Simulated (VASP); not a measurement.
Runs of VASP 6.6.1 on BeS. The structure is that of space group F-43m (No. 216), or close to it. The cells are those of the table. 

```csv
level,cell,k mesh,smearing,grid for exact exchange (PRECFOCK),share of exact exchange,screening parameter,gap on the mesh (eV),pressure (GPa)
PBE,"a = 3.425, b = 3.425, c = 3.443 Å, angles 59.8, 59.8, 60.3°, 2 atoms",10 × 10 × 10,fermi-dirac 0.02 eV,-,-,-,(a),1.4
PBE,"a = 3.443, b = 3.400, c = 3.400 Å, angles 60.8, 59.6, 59.6°, 2 atoms",10 × 10 × 10,fermi-dirac 0.02 eV,-,-,-,2.86,2.9
HSE06,"a = 3.408 Å, angles 60.0°, 2 atoms",6 × 6 × 6,gaussian 0.01 eV,Normal,0.25,0.2079 1/Å,4.01,2.0
HSE06,"a = 3.425, b = 3.425, c = 3.443 Å, angles 59.8, 59.8, 60.3°, 2 atoms",6 × 6 × 6,gaussian 0.01 eV,Normal,0.25,0.2079 1/Å,3.96,(c)
r2SCAN,"a = 3.425, b = 3.425, c = 3.443 Å, angles 59.8, 59.8, 60.3°, 2 atoms",10 × 10 × 10,gaussian 0.01 eV,-,-,-,(b),1.3
```

Alike in all rows: task single point; potentials or basis VASP PAW PBE potentials, release 64 (Be, S); no spin polarisation; cutoff (eV) 520.

Estimate the missing entries.

(a) 3.03; (b) 3.49; (c) -0.1.

Caveats: the PAW data sets were made with another functional, which shifts forces and pressure a little (at least some runs).

A k mesh can miss the band edges.
